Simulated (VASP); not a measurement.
# SnTe (F-43m) in VASP: further runs

Runs on SnTe. Level: PBE0. Tasks: single point.

All numbers are computed with VASP 6.6.1; they aren't measurements. Logs are shortened: lines on timing, memory, paths and dates and some standing lists are left out, and cuts for length are marked.

## 1. The cell of the first run

Symmetry: F-43m, No. 216, cubic system. Conventional cell: a = 7.125 Å, b = 7.125 Å, c = 7.125 Å, α = 90.00°, β = 90.00°, γ = 90.00°. Te (site symmetry -43m) has 4 Sn at 3.09 Å within 4.1 Å. Sn (site symmetry -43m) has 4 Te at 3.09 Å within 4.1 Å.

## 2. Single point, PBE0

Input file POSCAR:

```
SnTe
1.0
    0.0000000000      3.5623407469      3.5623407469
    3.5623407469      0.0000000000      3.5623407469
    3.5623407469      3.5623407469      0.0000000000
Te Sn
1 1
Direct
    0.2500000000      0.2500000000      0.2500000000
    0.0000000000      0.0000000000      0.0000000000
```

Input file INCAR.step1:

```
PREC = Accurate
ENCUT = 520
EDIFF = 1E-5
ISMEAR = -1
SIGMA = 0.05
LREAL = False
LASPH = True
NELM = 60
ALGO = Normal
ISIF = 2
LWAVE = True
LCHARG = False
GGA = PE
NBANDS = 17
```

Input file INCAR.step2:

```
PREC = Accurate
ENCUT = 520
EDIFF = 1E-7
ISMEAR = -1
SIGMA = 0.05
LREAL = False
LASPH = True
NELM = 60
ALGO = Normal
ISIF = 2
LWAVE = False
LCHARG = False
GGA = PE
LHFCALC = True
AEXX = 0.25
PRECFOCK = Normal
ISTART = 1
NBANDS = 17
```

Input file KPOINTS:

```
regular mesh
0
Gamma
  4 4 4
```

Potentials or basis: VASP PAW PBE potentials, release 64 (Te, Sn_d).

Launch:

```console
> cat potpaw_PBE.64/Te/POTCAR potpaw_PBE.64/Sn_d/POTCAR > POTCAR
> cp INCAR.step1 INCAR
> mpirun -np 1 vasp_std > vasp.out
> cp INCAR.step2 INCAR
> mpirun -np 1 vasp_std > vasp.out
```

OUTCAR:

```text
PREC = Accurate
   ENCUT = 520
   EDIFF = 1E-7
   ISMEAR = -1
   LREAL = False
   LASPH = True
   NELM = 60
   ISIF = 2
   GGA = PE
   LHFCALC = True
   AEXX = 0.25
   PRECFOCK = Normal
   ISTART = 1

 ion  position               nearest neighbor table
   1  0.250  0.250  0.250-   2 3.09   2 3.09   2 3.09   2 3.09
   2  0.000  0.000  0.000-   1 3.09   1 3.09   1 3.09   1 3.09

  LATTYP: Found a face centered cubic cell.
 ALAT       =     7.1246814938

  Lattice vectors:

 A1 = (   0.0000000000,   3.5623407469,   3.5623407469)
 A2 = (   3.5623407469,   0.0000000000,   3.5623407469)
 A3 = (   3.5623407469,   3.5623407469,   0.0000000000)

Analysis of symmetry for initial positions (statically):
=====================================================================
 Subroutine PRICEL returns:
 Original cell was already a primitive cell.

 Routine SETGRP: Setting up the symmetry group for a
 face centered cubic supercell.

 Subroutine GETGRP returns: Found 24 space group operations
 (whereof 24 operations were pure point group operations)
 out of a pool of 48 trial point group operations.

The static configuration has the point symmetry T_d .

Analysis of symmetry for dynamics (positions and initial velocities):
=====================================================================
 Subroutine PRICEL returns:
 Original cell was already a primitive cell.

 Routine SETGRP: Setting up the symmetry group for a
 face centered cubic supercell.

 Subroutine GETGRP returns: Found 24 space group operations
 (whereof 24 operations were pure point group operations)
 out of a pool of 48 trial point group operations.

The dynamic configuration has the point symmetry T_d .

 Subroutine INISYM returns: Found 24 space group operations
 (whereof 24 operations are pure point group operations),
 and found     1 'primitive' translations

----------------------------------------------------------------------------------------

                                     Primitive cell

  volume of cell :      90.4141

  direct lattice vectors                    reciprocal lattice vectors
[... 71 lines left out ...]
   LREAL  =      F    real-space projection
   EDIFFG = 0.1E-05   stopping-criterion for IOM
   NSW    =      0    number of steps for IOM
   IBRION =     -1    ionic relax: 0-MD 1-quasi-New 2-CG
   NFREE  =      0    steps in history (QN), initial steepest desc. (CG)
   ISIF   =      2    stress and relaxation
   ISYM   =      3    0-nonsym 1-usesym 2-fastsym
   POTIM  = 0.5000    time-step for ionic-motion
   TEBEG  =    0.0;   TEEND  =   0.0 temperature during run
   PSTRESS=    0.0 pullay stress
   NELECT =      20.0000    total number of electrons
   NUPDOWN=      -1.0000    fix difference up-down
   EMIN   =  10.00;   EMAX   =-10.00  energy-range for DOS
   EFERMI =   0.00;   METHOD = LEGACY
   ISMEAR =    -1;   SIGMA  =   0.05  broadening in eV -4-tet -1-fermi 0-gaus
   EFERMI_NEDOS =   21; number of points for ismear=-14 and -15
   IALGO  =     38    algorithm
   IMIX   =      1    mixing-type and parameters
     AMIX     =   0.40;   BMIX     =  1.00
     AMIX_MAG =   1.60;   BMIX_MAG =  1.00
  volume/ion in A,a.u.               =      45.21       305.07
  Fermi-wavevector in a.u.,A,eV,Ry     =   0.990086  1.870990 13.337374  0.980269
  Thomas-Fermi vector in A             =   2.121731
   LORBIT       =      0    0 simple, 1 ext, 2 COOP (PROOUT), +10 PAW based schemes
   GGA     = PE    functional components
   LHFCALC =     T    Hartree Fock is set to
   PRECFOCK=normal    Normal, Fast or Accurate (Low or Medium for compatibility)
   ENCUT4O =  -1.0   cutoff for four orbital integrals eV
   NKREDX  =     1    reduce k-point grid by
   NKREDY  =     1    reduce k-point grid by
   NKREDZ  =     1    reduce k-point grid by
   AEXX    =    0.2500 exact exchange contribution
   HFSCREEN=    0.0000 screening length (either q_TF or 0.3 A-1)
   HFSCREENC=   0.0000 screening length for correlation (either q_TF or 0.3 A-1)
   ENCUTFOCK=  -1.0 apply spherical cutoff to Coloumb kernel
   IVDW    =     0    specifies the selected vdW correction
   LEPSILON=     F    determine dielectric tensor
   LRPA    =     F    only Hartree local field effects (RPA)
 non-spin polarized calculation
  energy-cutoff  :      520.00
  volume of cell :       90.41
 maximum number of plane-waves:      2468
 NGX is ok and might be reduce to    40
  NGX = 30; NGY = 30; NGZ = 30

 number of electron      20.0000005 magnetization

 Free energy of the ion-electron system (eV)
  ---------------------------------------------------
  ext. energy  EPLUGINS =         0.00000000
  ---------------------------------------------------
  free energy    TOTEN  =        -9.44810733 eV

  energy without entropy =       -9.44808026  energy(sigma->0) =       -9.44809379

 E-fermi :   3.5656     XC(G=0):  -6.0505

 val. band max:        3.1261714720   @ k =  -0.2500   0.5000   0.2500
 cond. band min:       3.9707206188   @ k =   0.5000   0.5000   0.0000
 fundamental gap:      0.8445491468
 Fermi energy:         3.5655936669

 k-point     1 :       0.0000    0.0000    0.0000
  band No.  band energies     occupation
      1     -21.2052      2.00000
      2     -21.2052      2.00000
      3     -21.2052      2.00000
      4     -21.1909      2.00000
      5     -21.1909      2.00000
      6     -10.0674      2.00000
[... 137 lines left out ...]
      4     -21.1917      2.00000
      5     -21.1906      2.00000
      6      -9.0973      2.00000
[... 9 lines left out ...]
     16      12.3210      0.00000
     17      12.3300      0.00000

------------------------ aborting loop because EDIFF is reached ----------------------------------------

  FORCE on cell =-STRESS in cart. coord.  units (eV):
  Direction    XX          YY          ZZ          XY          YZ          ZX
  --------------------------------------------------------------------------------------
  -------------------------------------------------------------------------------------
  Total        0.1530949      0.1530949      0.1530949     -0.0000000      0.0000000      0.0000000
  in kB        2.7129075      2.7129075      2.7129075     -0.0000000      0.0000000      0.0000000
  external PRESSURE =       2.7129075 kB  Pullay stress =       0.0000000 kB

 VOLUME and BASIS-vectors are now :
 -----------------------------------------------------------------------------
  energy-cutoff  :      520.00
  volume of cell :       90.41
      direct lattice vectors                 reciprocal lattice vectors
     0.000000000  3.562340747  3.562340747    -0.140357152  0.140357152  0.140357152
     3.562340747  0.000000000  3.562340747     0.140357152 -0.140357152  0.140357152
     3.562340747  3.562340747  0.000000000     0.140357152  0.140357152 -0.140357152

 POSITION                                       TOTAL-FORCE (eV/Angst)
 -----------------------------------------------------------------------------------
      1.78117      1.78117      1.78117        -0.000000     -0.000000     -0.000000
      0.00000      0.00000      0.00000         0.000000      0.000000      0.000000
 -----------------------------------------------------------------------------------
    total drift:                                0.000001     -0.000000      0.000000

  FREE ENERGIE OF THE ION-ELECTRON SYSTEM (eV)
  ---------------------------------------------------
  free  energy   TOTEN  =        -9.4481073251 eV

  energy  without entropy=       -9.4480802643  energy(sigma->0) =       -9.44809379
```

OUTCAR.step1:

```text
PREC = Accurate
   ENCUT = 520
   EDIFF = 1E-5
   ISMEAR = -1
   LREAL = False
[... 363 lines left out ...]
      1.78117      1.78117      1.78117         0.000000     -0.000000     -0.000000
      0.00000      0.00000      0.00000        -0.000000      0.000000      0.000000
 -----------------------------------------------------------------------------------
    total drift:                               -0.000000     -0.000000     -0.000000

  FREE ENERGIE OF THE ION-ELECTRON SYSTEM (eV)
  ---------------------------------------------------
  free  energy   TOTEN  =        -7.0757437964 eV

  energy  without entropy=       -7.0660875255  energy(sigma->0) =       -7.07091566
```

OSZICAR.step1:

```text
N       E                     dE             d eps       ncg     rms          rms(c)
DAV:   1     0.124073815413E+03    0.12407E+03   -0.92991E+03   272   0.122E+03
DAV:   2     0.498116190534E+01   -0.11909E+03   -0.11605E+03   298   0.303E+02
DAV:   3    -0.679835962011E+01   -0.11780E+02   -0.11716E+02   335   0.901E+01
DAV:   4    -0.718107683517E+01   -0.38272E+00   -0.38250E+00   331   0.170E+01
DAV:   5    -0.719636765537E+01   -0.15291E-01   -0.15291E-01   364   0.320E+00    0.480E+00
DAV:   6    -0.707537078366E+01    0.12100E+00   -0.31122E-01   355   0.263E+00    0.335E+00
DAV:   7    -0.707468005068E+01    0.69073E-03   -0.52499E-02   288   0.936E-01    0.126E+00
DAV:   8    -0.707519911294E+01   -0.51906E-03   -0.60179E-03   330   0.528E-01    0.225E-01
DAV:   9    -0.707554170152E+01   -0.34259E-03   -0.14334E-03   279   0.228E-01    0.672E-02
DAV:  10    -0.707568678197E+01   -0.14508E-03   -0.29269E-04   312   0.775E-02    0.209E-02
DAV:  11    -0.707574070266E+01   -0.53921E-04   -0.11388E-04   283   0.450E-02    0.192E-02
DAV:  12    -0.707574379636E+01   -0.30937E-05   -0.63793E-06   243   0.199E-02
   1 F= -.70757438E+01 E0= -.70709157E+01  d E =-.965627E-02
```

It took 30 min on 1 thread of Intel Xeon Platinum 8488C (Sapphire Rapids), shared host; peak memory 0.26 GiB.

What came out:

```
Free energy            : -9.4481 eV
Pressure               : 0.3 GPa
Band gap on the k mesh : 0.84 eV (least direct gap 1.74 eV)
```

Levels at points of the mesh, in eV from the valence-band top:
| k point | band 6 | band 7 | band 8 | band 9 | band 10 | band 11 | band 12 | band 13 | band 14 | band 15 |
| --- | --- | --- | --- | --- | --- | --- | --- | --- | --- | --- |
| (0.00, 0.00, 0.00) | -13.19 | -5.67 | -2.48 | -2.48 | -2.48 | 1.89 | 1.89 | 1.89 | 5.05 | 7.61 |
| (0.50, 0.00, 0.00) | -12.51 | -8.09 | -3.12 | -3.12 | -2.42 | 2.78 | 2.78 | 4.71 | 6.66 | 7.56 |
| (0.50, 0.50, 0.00) | -12.23 | -8.52 | -3.90 | -3.90 | -0.90 | 0.84 | 5.29 | 5.29 | 6.57 | 7.68 |

Caveat: the PAW data sets were made with another functional, which shifts forces and pressure a little; spin-orbit coupling is left out, which moves the levels of the heavy elements.

(Continued in part 2 of 2.)
